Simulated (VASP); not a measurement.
Here is a VASP 6.6.1 calculation.

POSCAR

```
V2O5
1.0
    7.7955671200      0.0000000000      0.0000000000
    0.0000000000      6.4912117300      0.0000000000
    0.0000000000      0.0000000000      7.5237400000
V O
8 20
Direct
    0.1690684100      0.2500000000      0.7404282200
    0.3309315900      0.7500000000      0.2404282200
    0.6690684100      0.2500000000      0.7595717800
    0.8309315900      0.7500000000      0.2595717800
    0.1190660600      0.7500000000      0.6226897600
    0.3809339400      0.2500000000      0.1226897600
    0.6190660600      0.7500000000      0.8773102400
    0.8809339400      0.2500000000      0.3773102400
    0.0554784800      0.2500000000      0.5119965100
    0.1358971800      0.7500000000      0.1729080500
    0.1204790600      0.5316015500      0.7519291900
    0.1204790600      0.9683984500      0.7519291900
    0.2050556400      0.2500000000      0.9844660000
    0.2949443600      0.7500000000      0.4844660000
    0.3795209400      0.0316015500      0.2519291900
    0.3795209400      0.4683984500      0.2519291900
    0.3641028200      0.2500000000      0.6729080500
    0.4445215200      0.7500000000      0.0119965100
    0.5554784800      0.2500000000      0.9880034900
    0.6358971800      0.7500000000      0.3270919500
    0.6204790600      0.5316015500      0.7480708100
    0.6204790600      0.9683984500      0.7480708100
    0.7050556400      0.2500000000      0.5155340000
    0.7949443600      0.7500000000      0.0155340000
    0.8795209400      0.0316015500      0.2480708100
    0.8795209400      0.4683984500      0.2480708100
    0.8641028200      0.2500000000      0.8270919500
    0.9445215200      0.7500000000      0.4880034900
```

INCAR.step1

```
PREC = Accurate
ENCUT = 520
ISMEAR = -1
SIGMA = 0.02
LREAL = Auto
LASPH = True
NELM = 60
NBANDS = 132
GGA = PE
ALGO = Normal
EDIFF = 1E-4
LWAVE = True
LCHARG = False
LUSENCCL = False
```

File INCAR.step2:

```
PREC = Accurate
ENCUT = 520
EDIFF = 1E-8
ISMEAR = -1
SIGMA = 0.02
LREAL = Auto
LASPH = True
NELM = 60
ALGO = Normal
ISIF = 2
LWAVE = False
LCHARG = False
METAGGA = R2SCAN
LMIXTAU = True
LEFG = True
NBANDS = 132
ISTART = 1
LUSENCCL = False
```

KPOINTS

```
Automatic mesh
0
Gamma
  3 4 3
```

Potentials or basis: VASP PAW PBE potentials, release 64 (V_sv, O).

Run with:

```sh
$ cat potpaw_PBE.64/V_sv/POTCAR potpaw_PBE.64/O/POTCAR > POTCAR
$ cp INCAR.step1 INCAR
$ mpirun -np 1 vasp_std > vasp.out
$ cp INCAR.step2 INCAR
$ mpirun -np 1 vasp_std > vasp.out
```

Q: Estimate the band gap on the k mesh.

A: 1.98 eV (least direct gap 2.23 eV).

Q: Predict the largest force.

A: 0.317 eV/Å.

Stress tensor (GPa, compression positive):
```
-1.46  0.00  0.00
 0.00 -0.75  0.00
 0.00  0.00 -1.03
```

Caveat: without QUAD_EFG the Cq values of the log hold for a quadrupole moment of 1 mb, not for the nuclei; the PAW data sets were made with another functional, which shifts forces and pressure a little. A k mesh can miss the band edges.
